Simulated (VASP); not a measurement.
Write the native input for VASP 6.6.1 that does the following.

| Quantity | Value |
| --- | --- |
| Task | relaxation of cell and atoms |
| Functional | PBE |
| Potentials or basis | VASP PAW PBE potentials, release 64 (La, N) |
| Cutoff | 600 eV |
| k mesh | 8 × 8 × 8 |
| Occupations | gaussian, width 0.1 eV |
| Spin | no spin polarisation |
| Dipole correction | no |
| Further INCAR settings | ALGO = Normal; EDIFF = 1e-06; IBRION = 2; EDIFFG = -0.01; NSW = 100; ISIF = 3 |

The structure of La3N2 lies in POSCAR:

```
La3N2
1.0
    5.4852519040      0.0000000000      0.0000000000
    0.0000000000      5.4852519040      0.0000000000
    0.0000000000      0.0000000000      4.6245929583
La N
3 2
Direct
    0.5000000000      0.0000000000      0.9310780340
    0.0000000000      0.5000000000      0.9310780340
    0.5000000000      0.5000000000      0.4310658199
    0.5000000000      0.0000000000      0.4310731311
    0.0000000000      0.5000000000      0.4310731311
```

The cell was generated, and may not be a known phase.

These files were run (other wordings do the same):

INCAR

```
PREC     = Accurate       # precision mode
ENCUT    = 600            # plane-wave cutoff, eV
EDIFF    = 1E-6           # SCF threshold, eV
ISMEAR   = 0              # smearing method
SIGMA    = 0.1            # smearing width, eV
LREAL    = F              # projectors in reciprocal space
LASPH    = T              # aspherical terms in the spheres
NELM     = 100            # most SCF steps
ALGO     = Normal         # electronic algorithm
ISIF     = 3              # what is computed and relaxed
LWAVE    = F              # write WAVECAR
LCHARG   = F              # write CHGCAR
GGA      = PE             # functional
IBRION   = 2              # ionic algorithm
NSW      = 100            # ionic steps
EDIFFG   = -0.01          # ionic threshold
```

KPOINTS

```
Automatic mesh
0
Gamma
  8 8 8
```

Potentials or basis: VASP PAW PBE potentials, release 64 (La, N).

Command:

```console
$ cat potpaw_PBE.64/La/POTCAR potpaw_PBE.64/N/POTCAR > POTCAR
$ mpirun -np 1 vasp_std > vasp.out
```

Results of the run:

```yaml
Relaxed_volume: 27.84 Å³/atom
Relaxed_cell: a = 5.479 Å, b = 5.479 Å, c = 4.637 Å, α = 90.00°, β = 90.00°, γ = 90.00°
Space_group_after_relaxing_to_0.1_Å: P4/mmm (No. 123)
Energy_gained_by_relaxing: 0.1 meV/atom
Ionic_steps: 4
Pressure_after_relaxing: 0.0 GPa
Band_gap_on_the_k_mesh: zero (an odd number of electrons rules out a gap without spin polarisation)
```

Caveat: the highest band is partly filled, so the run has too few bands; spin-orbit coupling is left out, which moves the levels of the heavy elements.

It took 12 min on 1 thread of Intel(R) Xeon(R) Platinum 8559C (Emerald Rapids), on a shared host, peak memory 0.52 GiB.
